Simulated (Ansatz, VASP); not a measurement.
# KF in VASP and in Ansatz

Contents of INCAR:

```
SYSTEM = KF
PREC     = Accurate       ! precision mode
ENCUT    = 520            ! plane-wave cutoff, eV
EDIFF    = 1E-6           ! SCF threshold, eV
ISMEAR   = -1             ! smearing method
SIGMA    = 0.05           ! smearing width, eV
LREAL    = .FALSE.        ! projectors in reciprocal space
LASPH    = .TRUE.         ! aspherical terms in the spheres
NELM     = 60             ! most SCF steps
ALGO     = Normal         ! electronic algorithm
ISIF     = 2              ! what is computed and relaxed
LWAVE    = .FALSE.        ! write WAVECAR
LCHARG   = .FALSE.        ! write CHGCAR
GGA      = PE             ! functional
NBANDS   = 15             ! bands
```

KPOINTS

```
Automatic mesh
0
G
  9 9 9
  0 0 0
```

POSCAR

```
KF
1.0
    0.0000000000      2.7242525196      2.7242525196
    2.7242525196      0.0000000000      2.7242525196
    2.7242525196      2.7242525196      0.0000000000
K F
1 1
Direct
    0.0000000000      0.0000000000      0.0000000000
    0.5000000000      0.5000000000      0.5000000000
```

input.yaml

```yaml
crystal:
  lattice:
    - [0.0, 2.7242525196, 2.7242525196]
    - [2.7242525196, 0.0, 2.7242525196]
    - [2.7242525196, 2.7242525196, 0.0]
  atoms:
    - { symbol: K, position: [0.0, 0.0, 0.0] }
    - { symbol: F, position: [0.5, 0.5, 0.5] }
kpoints:
  mp_grid: { grid: [9, 9, 9] }
scf:
  occupations: { method: fermi_dirac, width: 0.05 }
hamiltonian:
  xc: pbe
  pseudopotentials: { kind: all_electron, lapw: { basis_error: 0.0005 } }
output:
  forces: true
  stress: true
  eigenvalues: true
```

Change from the starting cell: volume scaled by 1.06.

Alike in both runs: task single point; functional PBE; k mesh 9 × 9 × 9; occupations fermi-dirac, width 0.05 eV; no spin polarisation.

|  | VASP | Ansatz |
| --- | --- | --- |
| version | VASP 6.6.1 | Ansatz 0.2.0 |
| potentials or method | VASP PAW PBE potentials, release 64 (K_sv, F), cutoff 520 eV | all-electron LAPW, scalar-relativistic |

Ansatz gave:

| Item | Value |
| --- | --- |
| gap on the k mesh at the Fermi level (eV) | 5.88 |
| least direct gap on the mesh (eV) | 5.88 |
| pressure (GPa) | -0.4 |

Task: What did VASP give for the same quantities?

Result: gap on the k mesh at the Fermi level (eV): 5.87; least direct gap on the mesh (eV): 5.87; pressure (GPa): -0.4.

Ansatz ran all-electron here, and VASP with PAW potentials.
